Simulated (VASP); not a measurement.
# Te (Pmc2_1) in VASP: a series of runs, part 2 of 2

VASP 6.6.1. Earlier steps stand in the parts before.

### 3 Single point, PBE

This run uses another cell than the first one, of 32.02 Å³/atom.

File INCAR:

```
PREC = Accurate
ENCUT = 520
EDIFF = 1E-7
ISMEAR = -1
SIGMA = 0.05
LREAL = False
LASPH = True
NELM = 80
ALGO = Normal
ISIF = 2
LWAVE = False
LCHARG = False
GGA = PE
NBANDS = 20
```

File KPOINTS:

```
regular mesh
0
Gamma
  9 6 3
```

File POSCAR:

```
Te
1.0
    3.0884561239      0.0000000000      0.0000000000
    0.0000000000      4.6788067908      0.0000000000
    0.0000000000      0.0000000000      8.8641709103
Te
4
Direct
    0.5000000000      0.0125320000      0.5091860000
    0.5000000000      0.9874680000      0.0091860000
    0.5000000000      0.4547290000      0.2608140000
    0.5000000000      0.5452710000      0.7608140000
```

Potentials or basis: VASP PAW PBE potentials, release 64 (Te).

On the command line:

```
cat potpaw_PBE.64/Te/POTCAR > POTCAR
mpirun -np 1 vasp_std > vasp.out
```

OUTCAR:

```text
PREC = Accurate
   ENCUT = 520
   EDIFF = 1E-7
   ISMEAR = -1
   LREAL = False
   LASPH = True
   NELM = 80
   ISIF = 2
   GGA = PE

 ion  position               nearest neighbor table
   1  0.500  0.013  0.509-   3 3.02   4 3.12   4 3.34   3 3.41
   2  0.500  0.987  0.009-   4 3.02   3 3.12   3 3.34   4 3.41
   3  0.500  0.455  0.261-   1 3.02   2 3.12   2 3.34   1 3.41
   4  0.500  0.545  0.761-   2 3.02   1 3.12   1 3.34   2 3.41

  LATTYP: Found a simple orthorhombic cell.
[... 754 lines left out ...]
  Direction    XX          YY          ZZ          XY          YZ          ZX
  --------------------------------------------------------------------------------------
  -------------------------------------------------------------------------------------
  Total        2.3846606      1.3095935      1.7158317      0.0000000      0.0000000      0.0000000
  in kB       29.8278865     16.3806985     21.4620208      0.0000000      0.0000000      0.0000000
  external PRESSURE =      22.5568686 kB  Pullay stress =       0.0000000 kB

 VOLUME and BASIS-vectors are now :
 -----------------------------------------------------------------------------
  energy-cutoff  :      520.00
  volume of cell :      128.09
      direct lattice vectors                 reciprocal lattice vectors
     3.088456124  0.000000000  0.000000000     0.323786371  0.000000000  0.000000000
     0.000000000  4.678806791  0.000000000     0.000000000  0.213729706  0.000000000
     0.000000000  0.000000000  8.864170910     0.000000000  0.000000000  0.112813709

 POSITION                                       TOTAL-FORCE (eV/Angst)
 -----------------------------------------------------------------------------------
      1.54423      0.05863      4.51351         0.000000     -0.051342      0.040530
      1.54423      4.62017      0.08143         0.000000      0.051342      0.040530
      1.54423      2.12759      2.31190         0.000000      0.153643     -0.040530
      1.54423      2.55122      6.74399         0.000000     -0.153643     -0.040530
 -----------------------------------------------------------------------------------
    total drift:                               -0.000000      0.000000     -0.000007

  FREE ENERGIE OF THE ION-ELECTRON SYSTEM (eV)
  ---------------------------------------------------
  free  energy   TOTEN  =       -12.3668554954 eV

  energy  without entropy=      -12.3531601184  energy(sigma->0) =      -12.36000781
```

OSZICAR:

```text
N       E                     dE             d eps       ncg     rms          rms(c)
DAV:   1     0.103780168891E+03    0.10378E+03   -0.88862E+03  1600   0.970E+02
DAV:   2    -0.476726113175E+01   -0.10855E+03   -0.10521E+03  2196   0.145E+02
DAV:   3    -0.122074634574E+02   -0.74402E+01   -0.73400E+01  1976   0.409E+01
DAV:   4    -0.123497026375E+02   -0.14224E+00   -0.14217E+00  1916   0.654E+00
DAV:   5    -0.123536018423E+02   -0.38992E-02   -0.38991E-02  1964   0.111E+00    0.156E+01
DAV:   6    -0.123598498894E+02   -0.62480E-02   -0.96443E-03  1884   0.535E-01    0.961E+00
DAV:   7    -0.123667720366E+02   -0.69221E-02   -0.15680E-02  1828   0.700E-01    0.206E-01
DAV:   8    -0.123667792542E+02   -0.72175E-05   -0.18411E-03  1800   0.213E-01    0.102E-01
DAV:   9    -0.123668268803E+02   -0.47626E-04   -0.10356E-04  2040   0.542E-02    0.598E-02
DAV:  10    -0.123668529219E+02   -0.26042E-04   -0.31014E-05  1780   0.289E-02    0.514E-03
DAV:  11    -0.123668545149E+02   -0.15930E-05   -0.14803E-06  1944   0.644E-03    0.417E-03
DAV:  12    -0.123668552287E+02   -0.71381E-06   -0.51151E-07  1772   0.355E-03    0.212E-03
DAV:  13    -0.123668554609E+02   -0.23218E-06   -0.31564E-07  1740   0.280E-03    0.517E-04
DAV:  14    -0.123668554954E+02   -0.34554E-07   -0.92967E-09  1092   0.514E-04
   1 F= -.12366855E+02 E0= -.12360008E+02  d E =-.136954E-01
```

stdout:

```text
POSCAR found type information on POSCAR Te
 POSCAR found :  1 types and       4 ions
 scaLAPACK will be used
 LDA part: xc-table for (Slater+PW92), standard interpolation
 POSCAR, INCAR and KPOINTS ok, starting setup
 FFT: planning ... GRIDC
 FFT: planning ... GRID_SOFT
 FFT: planning ... GRID
 WAVECAR not read
 entering main loop
```

It took 2.3 min on 1 thread of Intel Xeon 8259CL, shared host; peak memory 0.27 GiB.

Results:

```yaml
Free_energy: -12.3669 eV
Pressure: 2.3 GPa
Largest_force: 0.159 eV/Å
Band_gap_on_the_k_mesh: zero (bands 12 and 13 overlap by 3.69 eV)
```

Forces in eV/Å, atoms in the order of the input:
```
Te   0.000 -0.051  0.041
Te   0.000  0.051  0.041
Te   0.000  0.154 -0.041
Te   0.000 -0.154 -0.041
```

Stress tensor (GPa, compression positive):
```
2.98 0.00 0.00
0.00 1.64 0.00
0.00 0.00 2.15
```

Levels at points of the mesh, in eV from the Fermi level:
```tsv
k point	band 8	band 9	band 10	band 11	band 12	band 13	band 14	band 15	band 16	band 17
(0.00, 0.00, 0.00)	-2.83	-2.74	-2.64	0.91	1.07	1.83	2.13	2.98	3.08	4.47
(0.00, 0.50, 0.00)	-2.56	-2.45	-2.44	2.19	2.24	2.69	2.92	3.22	3.48	6.43
```

Caveat: spin-orbit coupling is left out, which moves the levels of the heavy elements.
